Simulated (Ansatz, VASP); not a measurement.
**MgO: VASP beside Ansatz**

POSCAR

```
MgO
1.0
    0.0000000000      2.0889760915      2.0889760915
    2.0889760915      0.0000000000      2.0889760915
    2.0889760915      2.0889760915      0.0000000000
Mg O
1 1
Direct
    0.0000000000      0.0000000000      0.0000000000
    0.5000000000      0.5000000000      0.5000000000
```

INCAR.step1

```
  PREC = Accurate
  ENCUT = 520
  EDIFF = 1E-5
  ISMEAR = -1
  SIGMA = 0.05
  LREAL = F
  LASPH = T
  NELM = 80
  ALGO = Normal
  ISIF = 2
  LWAVE = T
  LCHARG = F
  NBANDS = 11
  GGA = PE
```

The input INCAR.step2:

```
  PREC = Accurate
  ENCUT = 520
  EDIFF = 1E-7
  ISMEAR = -1
  SIGMA = 0.05
  LREAL = F
  LASPH = T
  NELM = 80
  ALGO = Normal
  ISIF = 2
  LWAVE = F
  LCHARG = F
  GGA = PE
  LHFCALC = T
  HFSCREEN = 0.2079
  PRECFOCK = Normal
  NBANDS = 11
  ISTART = 1
```

The input KPOINTS:

```
Automatic mesh
0
Gamma
  4 4 4
```

Input for Ansatz:

```yaml
crystal:
  lattice:
    - [0.0, 2.088976091545, 2.088976091545]
    - [2.088976091545, 0.0, 2.088976091545]
    - [2.088976091545, 2.088976091545, 0.0]
  atoms:
    - { symbol: Mg, position: [0.0, 0.0, 0.0] }
    - { symbol: O, position: [0.5, 0.5, 0.5] }
kpoints:
  mp_grid: { grid: [4, 4, 4] }
hamiltonian:
  xc: hse06
  pseudopotentials:
    kind: paw
    azcp:
      Mg: "pseudopotentials/pbe/paw/ansatz_paw_generated_hard_1/Mg.paw.azcp"
      O: "pseudopotentials/pbe/paw/ansatz_paw_generated_hard_1/O.paw.azcp"
scf:
  occupations: { method: fermi_dirac, width: 0.05 }
  convergence: { dr2_threshold: "1e-10 eV" }
  exx: { energy_threshold: "2e-8 eV", singularity: regularized }
output:
  forces: true
  stress: true
  eigenvalues: true
```

Alike in both runs: task single point; functional HSE06; k mesh 4 × 4 × 4; occupations fermi-dirac, width 0.05 eV; no spin polarisation.

|  | VASP | Ansatz |
| --- | --- | --- |
| version | VASP 6.6.1 | Ansatz 0.2.0 development build |
| potentials or method | VASP PAW PBE potentials, release 64 (Mg, O) | plane waves, PAW datasets (generated hard set |
| plane-wave cutoff (eV) | 520 | 700 |
| valence electrons in the cell | 8 | 16 |

```csv
,VASP,Ansatz,Ansatz less VASP
gap on the k mesh at the Fermi level (eV),6.72,6.75,+0.039
```

VASP's potentials hold 8 valence electrons a cell and Ansatz's 16, so a difference there can come from the potentials and not from the codes.

The k mesh is coarse, so the values compare programs but aren't converged.
